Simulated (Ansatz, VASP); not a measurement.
## LiF in VASP and in Ansatz

File INCAR:

```
PREC = Accurate
ENCUT = 520
EDIFF = 1E-6
ISMEAR = 0
SIGMA = 0.05
LREAL = False
LASPH = True
NELM = 100
ALGO = Normal
ISIF = 2
LWAVE = False
LCHARG = False
GGA = PE
NBANDS = 18
```

File KPOINTS:

```
Automatic mesh
0
Gamma
  9 9 6
```

Contents of POSCAR:

```
LiF
1.0
    3.0709606525      0.0000000000      0.0000000000
   -1.5354803262      2.6595299391      0.0000000000
    0.0000000000      0.0000000000      4.6727737288
Li F
2 2
Direct
    0.3333333333      0.6666666667      0.3810713234
    0.6666666667      0.3333333333      0.8810713234
    0.3333333333      0.6666666667      0.9939266766
    0.6666666667      0.3333333333      0.4939266766
```

Input for Ansatz:

```yaml
crystal:
  lattice:
    - [3.0709606525, 0.0, 0.0]
    - [-1.5354803262, 2.6595299391, 0.0]
    - [0.0, 0.0, 4.6727737288]
  atoms:
    - { symbol: Li, position: [0.3333333333, 0.6666666667, 0.3810713234] }
    - { symbol: Li, position: [0.6666666667, 0.3333333333, 0.8810713234] }
    - { symbol: F, position: [0.3333333333, 0.6666666667, 0.9939266766] }
    - { symbol: F, position: [0.6666666667, 0.3333333333, 0.4939266766] }
basis:
  ecutwfc: 520.0
kpoints:
  mp_grid: { grid: [9, 9, 6] }
hamiltonian:
  xc: pbe
scf:
  occupations: { method: gaussian, width: 0.05 }
output:
  forces: true
  stress: true
  eigenvalues: true
```

Alike in both runs: task single point; functional PBE; k mesh 9 × 9 × 6; occupations gaussian, width 0.05 eV; no spin polarisation.

|  | VASP | Ansatz |
| --- | --- | --- |
| version | VASP 6.6.1 | Ansatz 0.2.0 |
| potentials or method | VASP PAW PBE potentials, release 64 (Li_sv, F), cutoff 520 eV | scalar-relativistic, plane waves, PAW |
| valence electrons in the cell | 20 | 20 |

```tsv
	VASP	Ansatz	Ansatz less VASP
gap on the k mesh at the Fermi level (eV)	7.99	8.01	+0.014
least direct gap on the mesh (eV)	7.99	8.01	+0.014
rms of the force components (eV/Å)	0.100	0.095	-0.0047
```

Atom by atom the forces differ by 0.005 eV/Å (rms over components).

Noted on VASP's run: the cutoff is short for stress, so the pressure is rough.
